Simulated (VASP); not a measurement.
The system is LuSb.

```
CELL_PARAMETERS angstrom
0.00000 3.03933 3.03933
3.03933 0.00000 3.03933
3.03933 3.03933 0.00000
ATOMIC_POSITIONS crystal
Lu 0.00000 0.00000 0.00000
Sb 0.50000 0.50000 0.50000
```

| Quantity | Value |
| --- | --- |
| Program | VASP 6.6.1 |
| Task | relaxation of cell and atoms |
| Functional | PBEsol |
| Potentials or basis | VASP PAW PBE potentials, release 64 (Lu, Sb) |
| Cutoff | 600 eV |
| k mesh | 14 × 14 × 14 |
| Occupations | fermi-dirac, width 0.05 eV |
| Spin | no spin polarisation |

At the start: pressure -2.2 GPa; volume 28.08 Å³/atom.

Problem. Where does the relaxation end?

Solution. Over 11 steps the energy falls by 7.5 meV/atom and the volume is 27.07 Å³/atom (-3.6 %); space group Fm-3m (No. 225, to 0.1 Å) before and after.

Step by step:
| step | energy change (eV) | largest force (eV/Å) | pressure (GPa) | volume (Å³) |
| --- | --- | --- | --- | --- |
| 1 | 0.0000 | 0.0000 | -2.22 | 56.15 |
| 2 | -0.0105 | 0.0000 | 1.44 | 53.05 |
| 3 | -0.0151 | 0.0000 | 0.10 | 54.09 |
| 4 | -0.0151 | 0.0000 | -0.06 | 54.18 |
| 5 | -0.0151 | 0.0000 | -0.05 | 54.14 |
| 6 | -0.0151 | 0.0000 | -0.03 | 54.14 |
| 7 | -0.0151 | 0.0000 | -0.02 | 54.14 |
| 8 | -0.0151 | 0.0000 | -0.04 | 54.14 |
| 9 | -0.0151 | 0.0000 | -0.04 | 54.14 |
| 10 | -0.0151 | 0.0000 | -0.03 | 54.14 |
| 11 | -0.0151 | 0.0000 | -0.01 | 54.14 |

Final structure:
```yaml
crystal:
  lattice:
    - [0.00000, 3.00250, 3.00250]
    - [3.00250, 0.00000, 3.00250]
    - [3.00250, 3.00250, 0.00000]
  atoms:
    - { symbol: Lu, position: [0.00000, 0.00000, 0.00000] }
    - { symbol: Sb, position: [0.50000, 0.50000, 0.50000] }
```

Caveat: the PAW data sets were made with another functional, which shifts forces and pressure a little.
